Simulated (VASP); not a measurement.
# Na3Be (I4/mmm) in VASP: a series of runs, part 2 of 2

VASP 6.6.1. Earlier steps stand in the parts before.

## 4. Relaxation of cell and atoms, PBE

Input file INCAR:

```
PREC = Accurate ; ENCUT = 600
EDIFF = 1E-7 ; ISMEAR = 0
SIGMA = 0.1 ; LREAL = F
LASPH = T ; NELM = 60
ALGO = Fast ; ISIF = 3
LWAVE = F ; LCHARG = F
GGA = PE ; IBRION = 2
NSW = 90 ; EDIFFG = -0.04
```

Input file KPOINTS:

```
Automatic mesh
0
Gamma
  6 6 6
```

Input file POSCAR:

```
Na3Be
1.0
   -1.9862898000      1.9862898000      4.4369070858
    1.9862898000     -1.9862898000      4.4369070858
    1.9862898000      1.9862898000     -4.4369070858
Na Be
3 1
Direct
    0.5000000000      0.5000000000      0.0000000000
    0.2500000000      0.7500000000      0.5000000000
    0.7500000000      0.2500000000      0.5000000000
    0.0000000000      0.0000000000      0.0000000000
```

Potentials or basis: VASP PAW PBE potentials, release 64 (Na_pv, Be).

Command:

```sh
cat potpaw_PBE.64/Na_pv/POTCAR potpaw_PBE.64/Be/POTCAR > POTCAR
mpirun -np 1 vasp_std > vasp.out
```

OUTCAR:

```text
PREC = Accurate
   ENCUT = 600
   EDIFF = 1E-7
   ISMEAR = 0
   LREAL = F
   LASPH = T
   NELM = 60
   ISIF = 3
   GGA = PE
   IBRION = 2
   NSW = 90
   EDIFFG = -0.04

 ion  position               nearest neighbor table
   1  0.500  0.500  0.000-
   2  0.250  0.750  0.500-
   3  0.750  0.250  0.500-
   4  0.000  0.000  0.000-

  LATTYP: Found a body centered tetragonal cell.
 ALAT       =     3.9725796000
 C/A-ratio  =     2.2337662338

  Lattice vectors:

 A1 = (  -1.9862898000,   1.9862898000,   4.4369070858)
 A2 = (   1.9862898000,  -1.9862898000,   4.4369070858)
 A3 = (   1.9862898000,   1.9862898000,  -4.4369070858)

Analysis of symmetry for initial positions (statically):
=====================================================================
 Subroutine PRICEL returns:
 Original cell was already a primitive cell.

 Routine SETGRP: Setting up the symmetry group for a
 body centered tetragonal supercell.

 Subroutine GETGRP returns: Found 16 space group operations
 (whereof 16 operations were pure point group operations)
 out of a pool of 16 trial point group operations.

The static configuration has the point symmetry D_4h.

Analysis of symmetry for dynamics (positions and initial velocities):
=====================================================================
 Subroutine PRICEL returns:
 Original cell was already a primitive cell.

 Routine SETGRP: Setting up the symmetry group for a
 body centered tetragonal supercell.

 Subroutine GETGRP returns: Found 16 space group operations
 (whereof 16 operations were pure point group operations)
 out of a pool of 16 trial point group operations.

The dynamic configuration has the point symmetry D_4h.

 Subroutine INISYM returns: Found 16 space group operations
 (whereof 16 operations are pure point group operations),
 and found     1 'primitive' translations

----------------------------------------------------------------------------------------

                                     Primitive cell

  volume of cell :      70.0206

  direct lattice vectors                    reciprocal lattice vectors
    -1.986289800  1.986289800  4.436907086     0.000000000  0.251725604  0.112691114
     1.986289800 -1.986289800  4.436907086     0.251725604  0.000000000  0.112691114
     1.986289800  1.986289800 -4.436907086     0.251725604  0.251725604  0.000000000

  length of vectors
     5.251365425  5.251365425  5.251365425     0.275798961  0.275798961  0.355993763

  position of ions in fractional coordinates (direct lattice)
     0.500000000  0.500000000  0.000000000
     0.250000000  0.750000000  0.500000000
     0.750000000  0.250000000  0.500000000
     0.000000000  0.000000000  0.000000000

  ion indices of the primitive-cell ions
   primitive index   ion index
                 1           1
                 2           2
                 3           3
                 4           4

----------------------------------------------------------------------------------------

 KPOINTS: Automatic mesh

Automatic generation of k-mesh.
[... 66 lines left out ...]
   EDIFF  = 0.1E-06   stopping-criterion for ELM
   LREAL  =      F    real-space projection
   EDIFFG = -.4E-01   stopping-criterion for IOM
   NSW    =     90    number of steps for IOM
   IBRION =      2    ionic relax: 0-MD 1-quasi-New 2-CG
   NFREE  =      1    steps in history (QN), initial steepest desc. (CG)
   ISIF   =      3    stress and relaxation
   ISYM   =      2    0-nonsym 1-usesym 2-fastsym
   POTIM  = 0.5000    time-step for ionic-motion
   TEBEG  =    0.0;   TEEND  =   0.0 temperature during run
   PSTRESS=    0.0 pullay stress
   NELECT =      23.0000    total number of electrons
   NUPDOWN=      -1.0000    fix difference up-down
   EMIN   =  10.00;   EMAX   =-10.00  energy-range for DOS
   EFERMI =   0.00;   METHOD = LEGACY
   ISMEAR =     0;   SIGMA  =   0.10  broadening in eV -4-tet -1-fermi 0-gaus
   EFERMI_NEDOS =   21; number of points for ismear=-14 and -15
   IALGO  =     68    algorithm
   IMIX   =      4    mixing-type and parameters
     AMIX     =   0.40;   BMIX     =  1.00
     AMIX_MAG =   1.60;   BMIX_MAG =  1.00
  volume/ion in A,a.u.               =      17.51       118.13
  Fermi-wavevector in a.u.,A,eV,Ry     =   1.129559  2.134557 17.359722  1.275904
  Thomas-Fermi vector in A             =   2.266253
   LORBIT       =      0    0 simple, 1 ext, 2 COOP (PROOUT), +10 PAW based schemes
   GGA     = PE    functional components
   LHFCALC =     F    Hartree Fock is set to
   AEXX    =    0.0000 exact exchange contribution
   IVDW    =     0    specifies the selected vdW correction
   LEPSILON=     F    determine dielectric tensor
   LRPA    =     F    only Hartree local field effects (RPA)
 conjugate gradient relaxation of ions
 non-spin polarized calculation
 RMM-DIIS sequential band-by-band and
 Gauss-broadening in eV      SIGMA  =   0.10
  energy-cutoff  :      600.00
  volume of cell :       70.02
 maximum number of plane-waves:      2393
 NGX is ok and might be reduce to    42
   NGX = 21   NGY = 21   NGZ = 21

--------------------------------------- Ionic step        1  -------------------------------------------

 number of electron      23.0000000 magnetization

 Free energy of the ion-electron system (eV)
  ---------------------------------------------------
  ext. energy  EPLUGINS =         0.00000000
  ---------------------------------------------------
  free energy    TOTEN  =        -4.71321871 eV

  energy without entropy =       -4.70278260  energy(sigma->0) =       -4.70800065

------------------------ aborting loop because EDIFF is reached ----------------------------------------

  FORCE on cell =-STRESS in cart. coord.  units (eV):
  Direction    XX          YY          ZZ          XY          YZ          ZX
  --------------------------------------------------------------------------------------
  -------------------------------------------------------------------------------------
  Total        5.5159972      5.5159972      4.5676290      0.0000000     -0.0000000      0.0000000
  in kB      126.2144474    126.2144474    104.5143323      0.0000000     -0.0000000      0.0000000
  external PRESSURE =     118.9810757 kB  Pullay stress =       0.0000000 kB
[... 95 lines left out ...]
  FREE ENERGIE OF THE ION-ELECTRON SYSTEM (eV)
  ---------------------------------------------------
  free  energy   TOTEN  =        -5.6086076098 eV

  energy  without entropy=       -5.5956709709  energy(sigma->0) =       -5.60213929

[... ionic steps 4 to 10 ...]

--------------------------------------- Ionic step       11  -------------------------------------------

 number of electron      22.9999996 magnetization

------------------------ aborting loop because EDIFF is reached ----------------------------------------
[... 71 lines left out ...]
--------------------------------------- Ionic step       13  -------------------------------------------

 number of electron      23.0000021 magnetization

 Free energy of the ion-electron system (eV)
  ---------------------------------------------------
  ext. energy  EPLUGINS =         0.00000000
  ---------------------------------------------------
  free energy    TOTEN  =        -5.68814273 eV

  energy without entropy =       -5.67997129  energy(sigma->0) =       -5.68405701

 E-fermi :   1.0959     XC(G=0):  -7.4233

 val. band max:        1.0115264917   @ k =  -0.1667   0.3333   0.1667
 cond. band min:       1.1294252257   @ k =   0.5000   0.5000  -0.0000
 fundamental gap:      0.1178987341
 Fermi energy:         1.0958723319

 k-point     1 :       0.0000    0.0000    0.0000
  band No.  band energies     occupation
      1     -23.8200      2.00000
      2     -23.8014      2.00000
      3     -23.8014      2.00000
      4     -23.3565      2.00000
      5     -23.3565      2.00000
      6     -23.3413      2.00000
      7     -23.3322      2.00000
      8     -23.3320      2.00000
      9     -23.3320      2.00000
     10      -3.5097      2.00000
     11       2.5687      0.00000
     12       2.5704      0.00000
     13       2.5704      0.00000
     14       3.8673      0.00000
[... 401 lines left out ...]
      2     -23.8024      2.00000
      3     -23.8023      2.00000
      4     -23.3541      2.00000
      5     -23.3538      2.00000
      6     -23.3397      2.00000
      7     -23.3355      2.00000
      8     -23.3337      2.00000
      9     -23.3337      2.00000
     10      -2.8164      2.00000
     11       0.5640      2.00000
     12       1.6509      0.00000
     13       1.9698      0.00000
     14       3.5718      0.00000
     15       4.7790      0.00000

 [... further k-points ...]
[... 5 lines left out ...]
  --------------------------------------------------------------------------------------
  -------------------------------------------------------------------------------------
  Total       -0.0033113     -0.0033113     -0.0542992      0.0000000      0.0000000      0.0000000
  in kB       -0.0515969     -0.0515969     -0.8461003      0.0000000      0.0000000      0.0000000
  external PRESSURE =      -0.3164314 kB  Pullay stress =       0.0000000 kB
[... 19 lines left out ...]
  FREE ENERGIE OF THE ION-ELECTRON SYSTEM (eV)
  ---------------------------------------------------
  free  energy   TOTEN  =        -5.6881427255 eV

  energy  without entropy=       -5.6799712949  energy(sigma->0) =       -5.68405701

 reached required accuracy - stopping structural energy minimisation
```

Wall time 10 min (1 thread of AMD EPYC 9R45 (Zen 5), shared host); peak memory 0.24 GiB.

What came out:

```
Free energy                            : -5.6881 eV
Relaxed volume                         : 25.71 Å³/atom
Relaxed cell                           : a = 5.334 Å, b = 5.334 Å, c = 5.334 Å, α = 122.56°, β = 122.56°, γ = 85.62°
Space group after relaxing (to 0.05 Å) : I4/mmm (No. 139)
Energy gained by relaxing              : 243.7 meV/atom
Ionic steps                            : 13
Pressure after relaxing                : 0.0 GPa
```

The path:
| step | energy change (eV) | largest force (eV/Å) | pressure (GPa) | volume (Å³) |
| --- | --- | --- | --- | --- |
| 1 | 0.0000 | 0.0000 | 11.90 | 70.02 |
| 2 | -0.6819 | 0.0000 | 4.47 | 84.03 |
| 3 | -0.8954 | 0.0000 | 1.05 | 97.00 |
| 4 | -0.9157 | 0.0000 | 0.12 | 102.38 |
| 5 | -0.9162 | 0.0000 | -0.02 | 103.45 |
| 6 | -0.9160 | 0.0000 | -0.10 | 104.21 |
| 7 | -0.9197 | 0.0000 | -0.14 | 104.16 |
| 8 | -0.9284 | 0.0000 | -0.11 | 104.00 |
| 9 | -0.9409 | 0.0000 | -0.04 | 103.49 |
| 10 | -0.9709 | 0.0000 | 0.16 | 101.75 |
| 11 | -0.9422 | 0.0000 | 1.26 | 95.11 |
| 12 | -0.9703 | 0.0000 | 0.52 | 99.50 |
| 13 | -0.9749 | 0.0000 | -0.03 | 102.82 |

Final structure:
```yaml
crystal:
  lattice:
    - [-2.56304, 2.56304, 3.91300]
    - [2.56304, -2.56304, 3.91300]
    - [2.56304, 2.56304, -3.91300]
  atoms:
    - { symbol: Na, position: [0.50000, 0.50000, 0.00000] }
    - { symbol: Na, position: [0.25000, 0.75000, 0.50000] }
    - { symbol: Na, position: [0.75000, 0.25000, 0.50000] }
    - { symbol: Be, position: [0.00000, 0.00000, 0.00000] }
```

Caveat: the k points lie up to 0.29 Å⁻¹ apart in the final cell; the volume moved by over 15 % at a fixed basis, so the end points are rough.

## 5. The runs side by side

| task | cell | cutoff (eV) | gap on the mesh (eV) | pressure (GPa) |
| --- | --- | --- | --- | --- |
| single point | a = 5.251 Å, angles 135.6, 135.6, 64.7°, 4 atoms | 520 | none | 11.9 |
| single point | a = 5.387 Å, angles 124.4, 124.4, 82.5°, 4 atoms | 520 | none | 0.2 |
| relaxation of cell and atoms | relaxed from a = 5.251 Å, angles 135.6, 135.6, 64.7°, 4 atoms | 600 | none | 0.0 |

Alike in all rows: level PBE; potentials or basis VASP PAW PBE potentials, release 64 (Na_pv, Be); no spin polarisation; k mesh 6 × 6 × 6; smearing gaussian 0.1 eV.

Caveats: some runs use coarse meshes; the volume moved by over 15 % at a fixed basis, so the end points are rough (some runs).

Absolute energies hang on the potentials; compare differences alone.
